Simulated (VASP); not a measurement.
Input of a VASP 6.6.1 run:

POSCAR

```
C
1.0
    0.0000000000      1.7712409992      1.7712409992
    1.7801417077     -0.0089007085      1.7801417077
    1.7801417077      1.7801417077     -0.0089007085
C
2
Direct
    0.5000000000      0.5000000000      0.5000000000
    0.7500000000      0.7500000000      0.7500000000
```

The input INCAR.step1:

```
  PREC = Accurate
  ENCUT = 910
  ISMEAR = 0
  SIGMA = 0.05
  LREAL = False
  LASPH = True
  NELM = 120
  NBANDS = 11
  GGA = PE
  ALGO = Normal
  EDIFF = 1E-5
  LWAVE = True
  LCHARG = False
  GGA_COMPAT = False
```

File INCAR.step2:

```
  PREC = Accurate
  ENCUT = 910
  EDIFF = 1E-6
  ISMEAR = 0
  SIGMA = 0.05
  LREAL = False
  LASPH = True
  NELM = 120
  ALGO = Normal
  ISIF = 2
  LWAVE = False
  LCHARG = True
  METAGGA = R2SCAN
  LMIXTAU = True
  LELF = True
  LVHAR = True
  NBANDS = 11
  ISTART = 1
  GGA_COMPAT = False
```

KPOINTS

```
regular mesh
0
Gamma
  12 12 12
```

Potentials or basis: VASP PAW PBE potentials, release 64 (C_h).

Launch:

```bash
$ cat potpaw_PBE.64/C_h/POTCAR > POTCAR
$ cp INCAR.step1 INCAR
$ mpirun -np 1 vasp_std > vasp.out
$ cp INCAR.step2 INCAR
$ mpirun -np 1 vasp_std > vasp.out
```

(1) What does it give for the band gap on the k mesh?

(2) What does it give for the largest force?

(3) What does it give for the pressure?

## Answers

(1) 4.38 eV (least direct gap 5.74 eV).

(2) 0.021 eV/Å.

(3) -0.8 GPa.

Caveat: the cell differs from its parent crystal (strain -0.0100 x Voigt [0, 0, 0, 1, 0, 0]); the cutoff is under 1.25 times the usual one of these potentials, so pressure, stress and relaxed cells hold a basis-set (Pulay) error; the PAW data sets were made with another functional, which shifts forces and pressure a little.
